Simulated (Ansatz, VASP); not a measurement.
This is a calculation of Sb for VASP 6.6.1.

Contents of INCAR:

```
SYSTEM = Sb
AGGAC = 1.0
AGGAX = 1.0
ALDAC = 0.0
ALDAX = 1.0
ALGO = Normal
EDIFF = 1E-6
EDIFFG = -0.01
ENCUT = 600
GGA = B5
IBRION = 2
ISIF = 3
ISMEAR = -1
LASPH = .True.
LCHARG = .False.
LREAL = .False.
LWAVE = .False.
NELM = 80
NSW = 60
PREC = Accurate
SIGMA = 0.05
```

The input KPOINTS:

```
k-points
0
Gamma
  8 8 8
  0 0 0
```

The input POSCAR:

```
Sb
1.0
    3.1600000000      0.0000000000      0.0000000000
    0.0000000000      3.1600000000      0.0000000000
    0.0000000000      0.0000000000      3.1600000000
Sb
1
Direct
    0.0000000000      0.0000000000      0.0000000000
```

Potentials or basis: VASP PAW PBE potentials, release 64 (Sb).

Command:

```console
$ cat potpaw_PBE.64/Sb/POTCAR > POTCAR
$ mpirun -np 1 vasp_std > vasp.out
```

Problem. Translate it to Ansatz 0.2.0. Potentials there: Ansatz PAW.

Solution. As run (the cutoff follows the program's own potentials):

input.yaml

```yaml
crystal:
  lattice:
    - [3.16, 0.0, 0.0]
    - [0.0, 3.16, 0.0]
    - [0.0, 0.0, 3.16]
  atoms:
    - { symbol: Sb, position: [0.0, 0.0, 0.0] }
hamiltonian:
  xc: blyp
  pseudopotentials: { kind: paw }
kpoints:
  mp_grid: { grid: [8, 8, 8] }
scf:
  occupations: { method: fermi_dirac, width: 0.05 }
output:
  forces: true
  stress: true
  eigenvalues: true
relax:
  f_tol: 0.01
  max_steps: 40
  cell: { stress_tol: 0.05 }
```

Potentials or basis: Ansatz PAW.

Command:

```bash
$ ansatz run input.yaml --threads 2 --pin off --max-ram 5632MiB --backend cpu --events-out ev --progress --plain --runs-dir out
```

Both were run:

|  | VASP | Ansatz | Ansatz less VASP |
| --- | --- | --- | --- |
| gap on the k mesh at the Fermi level, each at its own relaxed structure (eV) | none | none | - |
| relaxed volume (Å³/atom) | 32.77 | 32.66 | -0.108 |
| relaxed cell length with the largest relative difference (Å) | 3.200 | 3.197 | -0.0035 |

VASP's potentials were made for PBE, not for BLYP. A gap of «none» marks a metal or a gap that the smearing closes. VASP's potentials hold 5 valence electrons a cell and Ansatz's 15, so a difference there can come from the potentials and not from the codes.

Spin-orbit coupling is off throughout. Noted on Ansatz's run: the plane-wave basis is chosen anew once the cell has moved, so the energies of steps on either side of that aren't comparable.
